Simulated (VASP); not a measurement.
Here is a VASP 6.6.1 calculation.

The input INCAR:

```
SYSTEM = RbBr
  ALGO = Normal
  EDIFF = 1E-6
  ENCUT = 520
  GGA = PE
  ISIF = 2
  ISMEAR = -1
  LASPH = .TRUE.
  LCHARG = .TRUE.
  LELF = .TRUE.
  LREAL = .FALSE.
  LVHAR = .TRUE.
  LWAVE = .FALSE.
  NBANDS = 15
  NELM = 100
  PREC = Accurate
  SIGMA = 0.02
```

KPOINTS

```
k-points
0
G
  6 6 6
  0 0 0
```

Contents of POSCAR:

```
RbBr
1.0
    0.0000000000      3.4610545825      3.4610545825
    3.4610545825      0.0000000000      3.4610545825
    3.4610545825      3.4610545825      0.0000000000
Rb Br
1 1
Direct
    0.0000000000      0.0000000000      0.0000000000
    0.5000000000      0.5000000000      0.5000000000
```

Potentials or basis: VASP PAW PBE potentials, release 64 (Rb_sv, Br).

Command:

```bash
$ cat potpaw_PBE.64/Rb_sv/POTCAR potpaw_PBE.64/Br/POTCAR > POTCAR
$ mpirun -np 1 vasp_std > vasp.out
```

**Question.** Estimate the pressure.

**Answer.** 0.6 GPa.

**Question.** What does it give for the band gap on the k mesh?

**Answer.** 4.29 eV.
